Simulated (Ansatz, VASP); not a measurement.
**Al3GaN4: VASP beside Ansatz**

Contents of INCAR:

```
SYSTEM = Al3GaN4
PREC = Accurate ; ENCUT = 520
EDIFF = 1E-6 ; ISMEAR = 0
SIGMA = 0.05 ; LREAL = Auto
LASPH = .TRUE. ; NELM = 60
ALGO = Normal ; ISIF = 2
LWAVE = .FALSE. ; LCHARG = .TRUE.
GGA = PS ; LELF = .TRUE.
LVHAR = .TRUE. ; NBANDS = 56
```

KPOINTS

```
regular mesh
0
G
  5 5 3
  0 0 0
```

Contents of POSCAR:

```
Al3GaN4
1.0
    0.0000000000     -4.4069948432      0.0000000000
    0.0000000000      0.0000000000     -4.4069948432
   10.3139896863      0.0000000000      0.0000000000
Al Ga N
6 2 8
Direct
    0.5000000000      1.0000000000      0.0522994675
    0.5000000000      1.0000000000      0.4795826991
    0.0000000000      0.5000000000      0.0522994675
    0.0000000000      0.5000000000      0.4795826991
    0.5000000000      0.5000000000      0.2659410833
    0.5000000000      0.5000000000      0.6932243148
    0.0000000000      1.0000000000      0.2659410833
    0.0000000000      1.0000000000      0.6932243148
    0.2552922824      0.7447077176      0.1568589719
    0.2552922824      0.7447077176      0.5841422034
    0.7447077176      0.2552922824      0.1568589719
    0.7447077176      0.2552922824      0.5841422034
    0.2552922824      0.2552922824      0.8023064262
    0.2552922824      0.2552922824      0.3750231947
    0.7447077176      0.7447077176      0.8023064262
    0.7447077176      0.7447077176      0.3750231947
```

Input for Ansatz:

```yaml
crystal:
  lattice:
    - [0.0, -4.4069948432, 0.0]
    - [0.0, 0.0, -4.4069948432]
    - [10.3139896863, 0.0, 0.0]
  atoms:
    - { symbol: Al, position: [0.5, 1.0, 0.0522994675] }
    - { symbol: Al, position: [0.5, 1.0, 0.4795826991] }
    - { symbol: Al, position: [0.0, 0.5, 0.0522994675] }
    - { symbol: Al, position: [0.0, 0.5, 0.4795826991] }
    - { symbol: Al, position: [0.5, 0.5, 0.2659410833] }
    - { symbol: Al, position: [0.5, 0.5, 0.6932243148] }
    - { symbol: Ga, position: [0.0, 1.0, 0.2659410833] }
    - { symbol: Ga, position: [0.0, 1.0, 0.6932243148] }
    - { symbol: "N", position: [0.2552922824, 0.7447077176, 0.1568589719] }
    - { symbol: "N", position: [0.2552922824, 0.7447077176, 0.5841422034] }
    - { symbol: "N", position: [0.7447077176, 0.2552922824, 0.1568589719] }
    - { symbol: "N", position: [0.7447077176, 0.2552922824, 0.5841422034] }
    - { symbol: "N", position: [0.2552922824, 0.2552922824, 0.8023064262] }
    - { symbol: "N", position: [0.2552922824, 0.2552922824, 0.3750231947] }
    - { symbol: "N", position: [0.7447077176, 0.7447077176, 0.8023064262] }
    - { symbol: "N", position: [0.7447077176, 0.7447077176, 0.3750231947] }
basis:
  ecutwfc: 420
kpoints:
  mp_grid: { grid: [5, 5, 3] }
hamiltonian:
  xc: pbesol
scf:
  occupations: { method: gaussian, width: 0.05 }
output:
  forces: true
  stress: true
  eigenvalues: true
```

Alike in both runs: task single point; functional PBEsol; k mesh 5 × 5 × 3; occupations gaussian, width 0.05 eV; no spin polarisation.

|  | VASP | Ansatz |
| --- | --- | --- |
| version | VASP 6.6.1 | Ansatz 0.2.0 |
| potentials or method | VASP PAW PBE potentials, release 64 (Al, Ga_d, N), cutoff 520 eV | scalar-relativistic, plane waves, PAW |
| valence electrons in the cell | 84 | 84 |

|  | VASP | Ansatz | Ansatz less VASP |
| --- | --- | --- | --- |
| gap on the k mesh at the Fermi level (eV) | none | none | - |
| pressure (GPa) | -4.7 | -4.7 | +0.07 |
| traceless stress, the component that is largest in VASP (GPa) | -8.23 | -8.21 | +0.030 |
| rms of the force components (eV/Å) | 0.687 | 0.687 | +0.0006 |

VASP's potentials were made for PBE, not for PBEsol. Atom by atom the forces differ by 0.006 eV/Å (rms over components). A gap of «none» marks a metal or a gap that the smearing closes. The functional is the same, so the differences come from potentials, cutoffs and numerics.
